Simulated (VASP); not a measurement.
# CdS (P6_3mc) in VASP: further runs, part 2 of 2

VASP 6.6.1. The steps go on from the part before.

## (3) Single point, r2SCAN (24.64 Å³/atom)

This run uses another cell than the first one, of 24.64 Å³/atom.

POSCAR

```
CdS
1.0
    4.1217737737      0.0000000000      0.0000000000
   -2.0608868869      3.5695607967      0.0000000000
    0.0000000000      0.0000000000      6.6977342153
Cd S
2 2
Direct
    0.3333333333      0.6666666667     -0.0009655226
    0.6666666667      0.3333333333      0.4990344774
    0.3333333333      0.6666666667      0.3759655226
    0.6666666667      0.3333333333      0.8759655226
```

INCAR.step1

```
SYSTEM = CdS
ALGO = Normal
EDIFF = 1E-4
ENCUT = 520
GGA = PE
ISMEAR = 0
LASPH = .TRUE.
LCHARG = .FALSE.
LREAL = .FALSE.
LWAVE = .TRUE.
NBANDS = 26
NELM = 60
PREC = Accurate
SIGMA = 0.02
```

INCAR.step2

```
SYSTEM = CdS
ALGO = Normal
EDIFF = 1E-6
ENCUT = 520
ISIF = 2
ISMEAR = 0
ISTART = 1
LASPH = .TRUE.
LCHARG = .FALSE.
LMIXTAU = .TRUE.
LREAL = .FALSE.
LWAVE = .FALSE.
METAGGA = R2SCAN
NBANDS = 26
NELM = 60
PREC = Accurate
SIGMA = 0.02
```

KPOINTS

```
k-points
0
G
  9 9 4
  0 0 0
```

Potentials or basis: VASP PAW PBE potentials, release 64 (Cd, S).

On the command line:

```console
$ cat potpaw_PBE.64/Cd/POTCAR potpaw_PBE.64/S/POTCAR > POTCAR
$ cp INCAR.step1 INCAR
$ mpirun -np 1 vasp_std > vasp.out
$ cp INCAR.step2 INCAR
$ mpirun -np 1 vasp_std > vasp.out
```

It took 6.2 min on 1 thread of Intel Xeon 8259CL, shared host; peak memory 0.27 GiB.

The run converged. Its results:

```
Free energy            : -59.3574 eV
Pressure               : 2.3 GPa
Band gap on the k mesh : 1.70 eV
```

Forces on the atoms (eV/Å):
```
Cd   0.000  0.000  0.003
Cd   0.000  0.000  0.003
S    0.000  0.000 -0.003
S    0.000  0.000 -0.003
```

Levels at points of the mesh, in eV from the valence-band top:
```csv
k point,band 16,band 17,band 18,band 19,band 20,band 21
"(0.00, 0.00, 0.00)",-0.04,0.00,0.00,1.70,3.27,6.99
"(0.00, 0.00, 0.50)",-0.41,-0.41,-0.41,3.34,3.34,6.66
```

Caveat: the PAW data sets were made with another functional, which shifts forces and pressure a little.

## (4) Single point, r2SCAN (26.92 Å³/atom)

This run uses another cell than the first one, of 26.92 Å³/atom.

POSCAR

```
CdS
1.0
    4.2455001630      0.0000000000      0.0000000000
   -2.1227500815      3.6767109929      0.0000000000
    0.0000000000      0.0000000000      6.8987851503
Cd S
2 2
Direct
    0.3333333333      0.6666666667     -0.0009655226
    0.6666666667      0.3333333333      0.4990344774
    0.3333333333      0.6666666667      0.3759655226
    0.6666666667      0.3333333333      0.8759655226
```

INCAR.step1

```
SYSTEM = CdS
PREC = Accurate
ENCUT = 520
ISMEAR = 0
SIGMA = 0.02
LREAL = .False.
LASPH = .True.
NELM = 60
NBANDS = 26
GGA = PE
ALGO = Normal
EDIFF = 1E-4
LWAVE = .True.
LCHARG = .False.
```

INCAR.step2

```
SYSTEM = CdS
PREC = Accurate
ENCUT = 520
EDIFF = 1E-7
ISMEAR = 0
SIGMA = 0.02
LREAL = .False.
LASPH = .True.
NELM = 60
ALGO = Normal
ISIF = 2
LWAVE = .False.
LCHARG = .True.
METAGGA = R2SCAN
LMIXTAU = .True.
LELF = .True.
LVHAR = .True.
NBANDS = 26
ISTART = 1
```

KPOINTS

```
Automatic mesh
0
Gamma
  9 9 4
  0 0 0
```

Potentials or basis: VASP PAW PBE potentials, release 64 (Cd, S).

On the command line:

```console
$ cat potpaw_PBE.64/Cd/POTCAR potpaw_PBE.64/S/POTCAR > POTCAR
$ cp INCAR.step1 INCAR
$ mpirun -np 1 vasp_std > vasp.out
$ cp INCAR.step2 INCAR
$ mpirun -np 1 vasp_std > vasp.out
```

OUTCAR:

```text
SYSTEM = CdS
   PREC = Accurate
   ENCUT = 520
   EDIFF = 1E-7
   ISMEAR = 0
   LREAL = .False.
   LASPH = .True.
   NELM = 60
   ISIF = 2
   METAGGA = R2SCAN
   ISTART = 1

 ion  position               nearest neighbor table
   1  0.333  0.667  0.999-   4 2.59   4 2.59   4 2.59   3 2.60
   2  0.667  0.333  0.499-   3 2.59   3 2.59   3 2.59   4 2.60
   3  0.333  0.667  0.376-   2 2.59   2 2.59   2 2.59   1 2.60
   4  0.667  0.333  0.876-   1 2.59   1 2.59   1 2.59   2 2.60

  LATTYP: Found a hexagonal cell.
 ALAT       =     4.2455001630
 C/A-ratio  =     1.6249640526

  Lattice vectors:

 A1 = (   4.2455001630,   0.0000000000,   0.0000000000)
 A2 = (  -2.1227500815,   3.6767109929,   0.0000000000)
 A3 = (   0.0000000000,   0.0000000000,   6.8987851503)

Analysis of symmetry for initial positions (statically):
=====================================================================
 Subroutine PRICEL returns:
 Original cell was already a primitive cell.

 Routine SETGRP: Setting up the symmetry group for a
 hexagonal supercell.

 Subroutine GETGRP returns: Found 12 space group operations
 (whereof  6 operations were pure point group operations)
 out of a pool of 24 trial point group operations.

The static configuration has the point symmetry C_3v.
 The point group associated with its full space group is C_6v.

Analysis of symmetry for dynamics (positions and initial velocities):
=====================================================================
 Subroutine PRICEL returns:
 Original cell was already a primitive cell.

 Routine SETGRP: Setting up the symmetry group for a
 hexagonal supercell.

 Subroutine GETGRP returns: Found 12 space group operations
 (whereof  6 operations were pure point group operations)
 out of a pool of 24 trial point group operations.

The dynamic configuration has the point symmetry C_3v.
 The point group associated with its full space group is C_6v.

 Subroutine INISYM returns: Found 12 space group operations
 (whereof  6 operations are pure point group operations),
[... 120 lines left out ...]
     AMIX_MAG =   1.60;   BMIX_MAG =  1.00
  volume/ion in A,a.u.               =      26.92       181.68
  Fermi-wavevector in a.u.,A,eV,Ry     =   1.136201  2.147109 17.564492  1.290954
  Thomas-Fermi vector in A             =   2.272906
   LORBIT       =      0    0 simple, 1 ext, 2 COOP (PROOUT), +10 PAW based schemes
   METAGGA = R2SCAN    functional components
   LHFCALC =     F    Hartree Fock is set to
   AEXX    =    0.0000 exact exchange contribution
   IVDW    =     0    specifies the selected vdW correction
   LEPSILON=     F    determine dielectric tensor
   LRPA    =     F    only Hartree local field effects (RPA)
 non-spin polarized calculation
 Gauss-broadening in eV      SIGMA  =   0.02
  energy-cutoff  :      520.00
  volume of cell :      107.69
 maximum number of plane-waves:      2922
 NGX is ok and might be reduce to    32
   NGX = 15   NGY = 15   NGZ = 25

 number of electron      36.0000000 magnetization

 Free energy of the ion-electron system (eV)
  ---------------------------------------------------
  ext. energy  EPLUGINS =         0.00000000
  ---------------------------------------------------
  free energy    TOTEN  =       -59.33164501 eV

  energy without entropy =      -59.33164501  energy(sigma->0) =      -59.33164501

 E-fermi :   0.5257     XC(G=0):  -9.3279

 val. band max:        0.3805243296   @ k =   0.0000   0.0000   0.0000
 cond. band min:       1.8598037134   @ k =   0.0000   0.0000   0.0000
 fundamental gap:      1.4792793838
 Fermi energy:         0.5257078586

 k-point     1 :       0.0000    0.0000    0.0000
  band No.  band energies     occupation
      1     -12.0134      2.00000
      2     -11.6511      2.00000
      3      -7.3109      2.00000
      4      -7.3066      2.00000
      5      -7.3065      2.00000
      6      -7.2333      2.00000
[... 685 lines left out ...]
     25      10.0619      0.00000
     26      10.1692      0.00000

 [... further k-points ...]

------------------------ aborting loop because EDIFF is reached ----------------------------------------

  FORCE on cell =-STRESS in cart. coord.  units (eV):
  Direction    XX          YY          ZZ          XY          YZ          ZX
  --------------------------------------------------------------------------------------
  -------------------------------------------------------------------------------------
  Total       -1.9184932     -1.9184932     -1.9131012      0.0000000     -0.0000000      0.0000000
  in kB      -28.5436736    -28.5436736    -28.4634511      0.0000000     -0.0000000      0.0000000
  external PRESSURE =     -28.5169328 kB  Pullay stress =       0.0000000 kB

 VOLUME and BASIS-vectors are now :
 -----------------------------------------------------------------------------
  energy-cutoff  :      520.00
  volume of cell :      107.69
      direct lattice vectors                 reciprocal lattice vectors
     4.245500163  0.000000000  0.000000000     0.235543508  0.135991108  0.000000000
    -2.122750081  3.676710993  0.000000000     0.000000000  0.271982215  0.000000000
     0.000000000  0.000000000  6.898785150     0.000000000  0.000000000  0.144953057

 POSITION                                       TOTAL-FORCE (eV/Angst)
 -----------------------------------------------------------------------------------
     -0.00000      2.45114      6.89212         0.000000      0.000000     -0.002170
      2.12275      1.22557      3.44273         0.000000     -0.000000     -0.002170
     -0.00000      2.45114      2.59371         0.000000     -0.000000      0.002170
      2.12275      1.22557      6.04310        -0.000000      0.000000      0.002170
 -----------------------------------------------------------------------------------
    total drift:                               -0.000000      0.000000      0.001736

  FREE ENERGIE OF THE ION-ELECTRON SYSTEM (eV)
  ---------------------------------------------------
  free  energy   TOTEN  =       -59.3316450143 eV

  energy  without entropy=      -59.3316450143  energy(sigma->0) =      -59.33164501
```

OUTCAR.step1:

```text
SYSTEM = CdS
   PREC = Accurate
   ENCUT = 520
   ISMEAR = 0
   LREAL = .False.
   LASPH = .True.
   NELM = 60
[... 927 lines left out ...]
      2.12275      1.22557      3.44273        -0.000000      0.000000      0.000348
     -0.00000      2.45114      2.59371        -0.000000     -0.000000     -0.000348
      2.12275      1.22557      6.04310        -0.000000      0.000000     -0.000348
 -----------------------------------------------------------------------------------
    total drift:                               -0.000000      0.000000     -0.000792

  FREE ENERGIE OF THE ION-ELECTRON SYSTEM (eV)
  ---------------------------------------------------
  free  energy   TOTEN  =       -12.2871588798 eV

  energy  without entropy=      -12.2871588798  energy(sigma->0) =      -12.28715888
```

It took 8.9 min on 1 thread of Intel Xeon 8259CL, shared host; peak memory 0.29 GiB.

What came out:

```
Free energy            : -59.3316 eV
Pressure               : -2.9 GPa
Band gap on the k mesh : 1.48 eV
```

Forces in eV/Å, atoms in the order of the input:
```
Cd   0.000  0.000 -0.002
Cd   0.000  0.000 -0.002
S    0.000  0.000  0.002
S    0.000  0.000  0.002
```

Levels at points of the mesh, in eV from the valence-band top:
```tsv
k point	band 14	band 15	band 16	band 17	band 18	band 19	band 20	band 21	band 22	band 23
(0.00, 0.00, 0.00)	-0.67	-0.67	-0.03	0.00	0.00	1.48	3.13	6.98	6.98	7.32
(0.00, 0.00, 0.50)	-2.27	-0.34	-0.34	-0.34	-0.34	3.12	3.12	6.54	6.54	7.32
```

Caveat: the PAW data sets were made with another functional, which shifts forces and pressure a little.

## (5) Overview

| cell | gap on the mesh (eV) | pressure (GPa) |
| --- | --- | --- |
| a = 4.079, b = 4.079, c = 6.628 Å, angles 90.0, 90.0, 120.0°, 4 atoms | 1.78 | 4.7 |
| a = 4.122, b = 4.122, c = 6.698 Å, angles 90.0, 90.0, 120.0°, 4 atoms | 1.70 | 2.3 |
| a = 4.246, b = 4.246, c = 6.899 Å, angles 90.0, 90.0, 120.0°, 4 atoms | 1.48 | -2.9 |

Alike in all rows: task single point; level r2SCAN; potentials or basis VASP PAW PBE potentials, release 64 (Cd, S); no spin polarisation; k mesh 9 × 9 × 4; cutoff (eV) 520; smearing gaussian 0.02 eV.

Caveats: the PAW data sets were made with another functional, which shifts forces and pressure a little; the cell stands under pressure (at least some runs).

Total energies depend on the potentials used, so only differences within one code and one set of settings carry meaning.
